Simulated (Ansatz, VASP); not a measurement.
## One calculation of HfO3, two programs

```
CELL_PARAMETERS angstrom
3.83060 0.00000 0.00000
-1.91530 3.31740 0.00000
0.00000 0.00000 4.05676
ATOMIC_POSITIONS crystal
Hf 0.00000 0.00000 0.00000
O 0.00000 0.00000 0.50000
O 0.33333 0.66667 0.18707
O 0.33333 0.66667 0.81293
```

Alike in both runs: task single point; functional PBE; k mesh 12 × 12 × 10; occupations gaussian, width 0.01 eV; no spin polarisation.

|  | VASP | Ansatz |
| --- | --- | --- |
| version | VASP 6.6.1 | Ansatz 0.2.0 |
| potentials or method | VASP PAW PBE potentials, release 64 (Hf_pv, O), cutoff 520 eV | scalar-relativistic, plane waves, PAW |
| valence electrons in the cell | 28 | 44 |

```tsv
	VASP	Ansatz	Ansatz less VASP
gap on the k mesh at the Fermi level (eV)	0.22	0.27	+0.056
least direct gap on the mesh (eV)	0.22	0.27	+0.056
pressure (GPa)	-1.5	0.0	+1.47
traceless stress, the component that is largest in VASP (GPa)	-0.07	-0.01	+0.062
rms of the force components (eV/Å)	0.068	0.000	-0.0673
```

Atom by atom the forces differ by 0.068 eV/Å (rms over components). The functional is the same, so the differences come from potentials, cutoffs and numerics. VASP's potentials hold 28 valence electrons a cell and Ansatz's 44, so a difference there can come from the potentials and not from the codes.

Spin-orbit coupling is off throughout.
